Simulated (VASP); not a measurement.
# Sb (R-3m) in VASP: further runs, part 3 of 4

VASP 6.6.1.

### Step 5. Electric field gradients, PBEsol (functional pbesol, volume scaled by 1.04)

INCAR reads:

```
SYSTEM = Sb
PREC = Accurate
ENCUT = 400
EDIFF = 1E-8
ISMEAR = -1
SIGMA = 0.05
LREAL = .False.
LASPH = .True.
NELM = 120
ALGO = Normal
ISIF = 2
LWAVE = .False.
LCHARG = .False.
GGA = PS
LEFG = .True.
NBANDS = 22
GGA_COMPAT = .False.
```

KPOINTS reads:

```
Automatic mesh
0
Gamma
  9 9 9
  0 0 0
```

POSCAR reads:

```
Sb
1.0
    2.1789009502      1.2579890502      3.7932688079
   -2.1789009502      1.2579890502      3.7932688079
    0.0000000000     -2.5159781002      3.7932688079
Sb
2
Direct
    0.2336400000      0.2336400000      0.2336400000
    0.7663600000      0.7663600000      0.7663600000
```

Potentials or basis: VASP PAW PBE potentials, release 64 (Sb_d_GW).

On the command line:

```console
> cat potpaw_PBE.64/Sb_d_GW/POTCAR > POTCAR
> mpirun -np 1 vasp_std > vasp.out
```

OUTCAR:

```text
SYSTEM = Sb
   PREC = Accurate
   ENCUT = 400
   EDIFF = 1E-8
   ISMEAR = -1
   LREAL = .False.
   LASPH = .True.
   NELM = 120
   ISIF = 2
   GGA = PS

 ion  position               nearest neighbor table
   1  0.234  0.234  0.234-   2 2.94   2 2.94   2 2.94   2 3.39   2 3.39   2 3.39
   2  0.766  0.766  0.766-   1 2.94   1 2.94   1 2.94   1 3.39   1 3.39   1 3.39

  LATTYP: Found a trigonal (rhomboedric) cell.
 ALAT       =     4.5518165660
 COS(alpha) =     0.5417151843

  Lattice vectors:

 A1 = (   2.1789009502,   1.2579890502,   3.7932688079)
 A2 = (  -2.1789009502,   1.2579890502,   3.7932688079)
 A3 = (   0.0000000000,  -2.5159781002,   3.7932688079)

Analysis of symmetry for initial positions (statically):
=====================================================================
 Subroutine PRICEL returns:
 Original cell was already a primitive cell.

 Routine SETGRP: Setting up the symmetry group for a
 trigonal (rhombohedral) supercell.

 Subroutine GETGRP returns: Found 12 space group operations
 (whereof 12 operations were pure point group operations)
 out of a pool of 12 trial point group operations.

The static configuration has the point symmetry D_3d.

Analysis of symmetry for dynamics (positions and initial velocities):
=====================================================================
 Subroutine PRICEL returns:
 Original cell was already a primitive cell.

 Routine SETGRP: Setting up the symmetry group for a
 trigonal (rhombohedral) supercell.

 Subroutine GETGRP returns: Found 12 space group operations
 (whereof 12 operations were pure point group operations)
 out of a pool of 12 trial point group operations.

The dynamic configuration has the point symmetry D_3d.

 Subroutine INISYM returns: Found 12 space group operations
 (whereof 12 operations are pure point group operations),
 and found     1 'primitive' translations

----------------------------------------------------------------------------------------

                                     Primitive cell

  volume of cell :      62.3849

  direct lattice vectors                    reciprocal lattice vectors
     2.178900950  1.257989050  3.793268808     0.229473488  0.132486580  0.087874957
    -2.178900950  1.257989050  3.793268808    -0.229473488  0.132486580  0.087874957
     0.000000000 -2.515978100  3.793268808     0.000000000 -0.264973160  0.087874957

  length of vectors
     4.551816566  4.551816566  4.551816566     0.279164438  0.279164438  0.279164438

  position of ions in fractional coordinates (direct lattice)
     0.233640000  0.233640000  0.233640000
     0.766360000  0.766360000  0.766360000

  ion indices of the primitive-cell ions
   primitive index   ion index
                 1           1
                 2           2

----------------------------------------------------------------------------------------
[... 73 lines left out ...]
   NSW    =      0    number of steps for IOM
   IBRION =     -1    ionic relax: 0-MD 1-quasi-New 2-CG
   NFREE  =      0    steps in history (QN), initial steepest desc. (CG)
   ISIF   =      2    stress and relaxation
   ISYM   =      2    0-nonsym 1-usesym 2-fastsym
   POTIM  = 0.5000    time-step for ionic-motion
   TEBEG  =    0.0;   TEEND  =   0.0 temperature during run
   PSTRESS=    0.0 pullay stress
   NELECT =      30.0000    total number of electrons
   NUPDOWN=      -1.0000    fix difference up-down
   EMIN   =  10.00;   EMAX   =-10.00  energy-range for DOS
   EFERMI =   0.00;   METHOD = LEGACY
   ISMEAR =    -1;   SIGMA  =   0.05  broadening in eV -4-tet -1-fermi 0-gaus
   EFERMI_NEDOS =   21; number of points for ismear=-14 and -15
   IALGO  =     38    algorithm
   IMIX   =      4    mixing-type and parameters
     AMIX     =   0.40;   BMIX     =  1.00
     AMIX_MAG =   1.60;   BMIX_MAG =  1.00
  volume/ion in A,a.u.               =      31.19       210.50
  Fermi-wavevector in a.u.,A,eV,Ry     =   1.282593  2.423749 22.382191  1.645045
  Thomas-Fermi vector in A             =   2.414895
   LORBIT       =      0    0 simple, 1 ext, 2 COOP (PROOUT), +10 PAW based schemes
   GGA     = PS    functional components
   LHFCALC =     F    Hartree Fock is set to
   AEXX    =    0.0000 exact exchange contribution
   IVDW    =     0    specifies the selected vdW correction
   LEPSILON=     F    determine dielectric tensor
   LRPA    =     F    only Hartree local field effects (RPA)
 non-spin polarized calculation
  energy-cutoff  :      400.00
  volume of cell :       62.38
 maximum number of plane-waves:      1153
 NGX is ok and might be reduce to    30
   NGX = 15   NGY = 15   NGZ = 15

 number of electron      30.0000026 magnetization

 Free energy of the ion-electron system (eV)
  ---------------------------------------------------
  ext. energy  EPLUGINS =         0.00000000
  ---------------------------------------------------
  free energy    TOTEN  =        -9.15293661 eV

  energy without entropy =       -9.15161035  energy(sigma->0) =       -9.15227348

 E-fermi :   4.8165     XC(G=0):  -9.9130

 val. band max:        4.7328914033   @ k =   0.3333   0.2222   0.2222
 cond. band min:       4.8686785380   @ k =   0.4444  -0.0000   0.0000
 fundamental gap:      0.1357871347
 Fermi energy:         4.8164576473

 k-point     1 :       0.0000    0.0000    0.0000
  band No.  band energies     occupation
      1     -24.4289      2.00000
      2     -24.4289      2.00000
      3     -24.3491      2.00000
      4     -24.3491      2.00000
      5     -24.3261      2.00000
      6     -24.2473      2.00000
[... 589 lines left out ...]
     21      14.4052      0.00000
     22      15.7781      0.00000

 [... further k-points ...]

------------------------ aborting loop because EDIFF is reached ----------------------------------------

  FORCE on cell =-STRESS in cart. coord.  units (eV):
  Direction    XX          YY          ZZ          XY          YZ          ZX
  --------------------------------------------------------------------------------------
  -------------------------------------------------------------------------------------
  Total       -0.7711434     -0.7711434     -0.8021043      0.0000000     -0.0000000      0.0000000
  in kB      -19.8046188    -19.8046188    -20.5997625      0.0000000     -0.0000000      0.0000000
  external PRESSURE =     -20.0696667 kB  Pullay stress =       0.0000000 kB

 VOLUME and BASIS-vectors are now :
 -----------------------------------------------------------------------------
  energy-cutoff  :      400.00
  volume of cell :       62.38
      direct lattice vectors                 reciprocal lattice vectors
     2.178900950  1.257989050  3.793268808     0.229473488  0.132486580  0.087874957
    -2.178900950  1.257989050  3.793268808    -0.229473488  0.132486580  0.087874957
     0.000000000 -2.515978100  3.793268808     0.000000000 -0.264973160  0.087874957

 POSITION                                       TOTAL-FORCE (eV/Angst)
 -----------------------------------------------------------------------------------
      0.00000      0.00000      2.65878         0.000000     -0.000000     -0.047783
      0.00000      0.00000      8.72103         0.000000      0.000000      0.047783
 -----------------------------------------------------------------------------------
    total drift:                               -0.000000      0.000000      0.000000

  FREE ENERGIE OF THE ION-ELECTRON SYSTEM (eV)
  ---------------------------------------------------
  free  energy   TOTEN  =        -9.1529366149 eV

  energy  without entropy=       -9.1516103519  energy(sigma->0) =       -9.15227348

 Electric field gradients (V/A^2)
---------------------------------------------------------------------
 ion       V_xx      V_yy      V_zz      V_xy      V_xz      V_yz
---------------------------------------------------------------------
   1      22.455    22.455   -44.910     0.000    -0.000    -0.000
   2      22.455    22.455   -44.910     0.000    -0.000    -0.000
---------------------------------------------------------------------

 Electric field gradients after diagonalization (V/A^2)
 (convention: |V_zz| > |V_xx| > |V_yy|)
----------------------------------------------------------------------
 ion       V_xx      V_yy      V_zz     asymmetry (V_yy - V_xx)/ V_zz
----------------------------------------------------------------------
   1      22.455    22.455   -44.910       0.000
   2      22.455    22.455   -44.910       0.000
----------------------------------------------------------------------

           NMR quadrupolar parameters

 Cq : quadrupolar parameter    Cq=e*Q*V_zz/h
 eta: asymmetry parameters     (V_yy - V_xx)/ V_zz
 Q  : nuclear electric quadrupole moment in mb (millibarn)
----------------------------------------------------------------------
 ion       Cq(MHz)       eta       Q (mb)
----------------------------------------------------------------------
   1      -0.109       0.000       1.000
   2      -0.109       0.000       1.000
----------------------------------------------------------------------
```

OSZICAR:

```text
N       E                     dE             d eps       ncg     rms          rms(c)
DAV:   1     0.219783970287E+03    0.21978E+03   -0.85046E+03  5288   0.109E+04
DAV:   2     0.205959908436E+02   -0.19919E+03   -0.19195E+03  7296   0.128E+03
DAV:   3    -0.812561104647E+01   -0.28722E+02   -0.28592E+02  7384   0.213E+02
DAV:   4    -0.912071296364E+01   -0.99510E+00   -0.99479E+00  6048   0.291E+01
DAV:   5    -0.916990128720E+01   -0.49188E-01   -0.49185E-01  6328   0.999E+00    0.337E+00
DAV:   6    -0.915857338395E+01    0.11328E-01   -0.38685E-02  7140   0.868E+00    0.205E+00
DAV:   7    -0.915303464328E+01    0.55387E-02   -0.13184E-02  6140   0.686E+00    0.814E-02
DAV:   8    -0.915290861756E+01    0.12603E-03   -0.18131E-03  6092   0.241E+00    0.477E-02
DAV:   9    -0.915293360768E+01   -0.24990E-04   -0.55922E-05  6620   0.184E-01    0.167E-02
DAV:  10    -0.915293659436E+01   -0.29867E-05   -0.73757E-06  6080   0.925E-02    0.152E-03
DAV:  11    -0.915293673241E+01   -0.13805E-06   -0.53479E-07  5614   0.814E-03    0.120E-03
DAV:  12    -0.915293662355E+01    0.10886E-06   -0.62158E-08  4658   0.906E-03    0.267E-04
DAV:  13    -0.915293660668E+01    0.16864E-07   -0.45583E-09  2806   0.146E-03    0.954E-05
DAV:  14    -0.915293661890E+01   -0.12217E-07   -0.21237E-09  3136   0.302E-03    0.228E-05
DAV:  15    -0.915293661487E+01    0.40336E-08   -0.93209E-10  2740   0.129E-03
   1 F= -.91529366E+01 E0= -.91522735E+01  d E =-.132626E-02
```

It took 52 s on 1 thread of Intel Xeon 6975P-C (Granite Rapids), shared host; peak memory 0.22 GiB.

Results:

```yaml
Free_energy: -9.1529 eV
Pressure: -2.0 GPa
Largest_force: 0.048 eV/Å
Band_gap_on_the_k_mesh: 0.14 eV, indirect (least direct gap 0.50 eV)
```

Forces on the atoms (eV/Å):
```
Sb   0.000  0.000 -0.048
Sb   0.000  0.000  0.048
```

Levels at points of the mesh, in eV from the valence-band top:
```csv
k point,band 13,band 14,band 15,band 16,band 17,band 18
"(0.00, 0.00, 0.00)",-1.83,-1.59,-1.59,2.21,2.78,2.78
```

Electric field gradients, principal values (V/Å²):
```csv
atom,least,middle,greatest (by size)
1 Sb,22.455,22.455,-44.910
2 Sb,22.455,22.455,-44.910
```

Caveat: without QUAD_EFG the Cq values of the log hold for a quadrupole moment of 1 mb, not for the nuclei; the PAW data sets were made with another functional, which shifts forces and pressure a little; spin-orbit coupling is left out, which moves the levels of the heavy elements. A k mesh can miss the band edges.

(Continued in part 4 of 4.)
